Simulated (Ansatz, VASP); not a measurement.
## Two plane-wave programs on Fe

INCAR

```
PREC = Accurate ; ENCUT = 600
EDIFF = 1E-6 ; ISMEAR = -1
SIGMA = 0.15 ; LREAL = False
LASPH = True ; NELM = 200
ALGO = Normal ; ISIF = 2
LWAVE = False ; LCHARG = False
ISPIN = 2 ; MAGMOM = 3.5
LORBIT = 11 ; LMAXMIX = 4
GGA = PS ; NBANDS = 14
GGA_COMPAT = False
```

KPOINTS

```
Automatic mesh
0
Gamma
  10 10 10
```

The input POSCAR:

```
Fe
1.0
   -1.4430000000      1.4430000000      1.4430000000
    1.4430000000     -1.4430000000      1.4430000000
    1.4430000000      1.4430000000     -1.4430000000
Fe
1
Direct
    0.0000000000      0.0000000000      0.0000000000
```

Input for Ansatz:

```yaml
crystal:
  lattice:
    - [-1.443, 1.443, 1.443]
    - [1.443, -1.443, 1.443]
    - [1.443, 1.443, -1.443]
  atoms:
    - { symbol: Fe, position: [0.0, 0.0, 0.0] }
kpoints:
  mp_grid:
    grid: [10, 10, 10]
hamiltonian:
  xc: pbesol
  pseudopotentials:
    kind: paw
magnetization:
  spin_polarized: true
  per_species:
    Fe: 3.5
scf:
  occupations:
    method: fermi_dirac
    width: 0.15
output:
  forces: true
  stress: true
  eigenvalues: true
```

Alike in both runs: task single point; functional PBEsol; k mesh 10 × 10 × 10; occupations fermi-dirac, width 0.15 eV; collinear spin.

```csv
,VASP,Ansatz
version,VASP 6.6.1,Ansatz 0.2.0
potentials or method,"VASP PAW PBE potentials, release 64 (Fe)","plane waves, PAW"
plane-wave cutoff (eV),600,420
valence electrons in the cell,8,16
```

VASP gave:

| Item | Value |
| --- | --- |
| gap on the k mesh at the Fermi level (eV) | none |
| pressure (GPa) | -17.7 |
| net moment per atom (μB) | 2.26 |
| size of the moment on the site where the two differ most (μB) | 2.26 |

Problem. What did Ansatz give for the same quantities?

Solution. gap on the k mesh at the Fermi level (eV): none; pressure (GPa): -18.0; net moment per atom (μB): 2.24; size of the moment on the site where the two differ most (μB): 2.28.

VASP's potentials were made for PBE, not for PBEsol. Site moments also hang on the region over which each program counts them. A gap of «none» marks a metal or a gap that the smearing closes. VASP's potentials hold 8 valence electrons a cell and Ansatz's 16, so a difference there can come from the potentials and not from the codes.
